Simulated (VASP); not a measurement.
A run of VASP 6.6.1 is set up as follows.

The input INCAR:

```
PREC = Accurate
ENCUT = 520
EDIFF = 1E-6
ISMEAR = 0
SIGMA = 0.05
LREAL = F
LASPH = T
NELM = 150
ALGO = Normal
ISIF = 2
LWAVE = F
LCHARG = F
ISPIN = 2
MAGMOM = 1.62 0
LORBIT = 11
LMAXMIX = 4
GGA = PE
NBANDS = 19
```

KPOINTS

```
Automatic mesh
0
Gamma
  12 12 12
```

The input POSCAR:

```
NiO
1.0
    0.0000000000      2.1961340651      2.2409531277
    2.2409531277      0.0000000000      2.2409531277
    2.2409531277      2.1961340651      0.0000000000
Ni O
1 1
Direct
    0.0000000000      0.0000000000      0.0000000000
    0.2500000000      0.2500000000      0.2500000000
```

Potentials or basis: VASP PAW PBE potentials, release 64 (Ni, O).

Launch:

```console
$ cat potpaw_PBE.64/Ni/POTCAR potpaw_PBE.64/O/POTCAR > POTCAR
$ mpirun -np 1 vasp_std > vasp.out
```

(1) Predict the net moment.

(2) What does it give for the pressure?

(3) What does it give for the site moments?

Results:

(1) 1.87 μB per cell.

(2) 3.1 GPa.

(3) Ni +1.46; O +0.35 μB.

Caveat: a cell with one magnetic atom can't hold antiferromagnetic order, which such compounds often take.
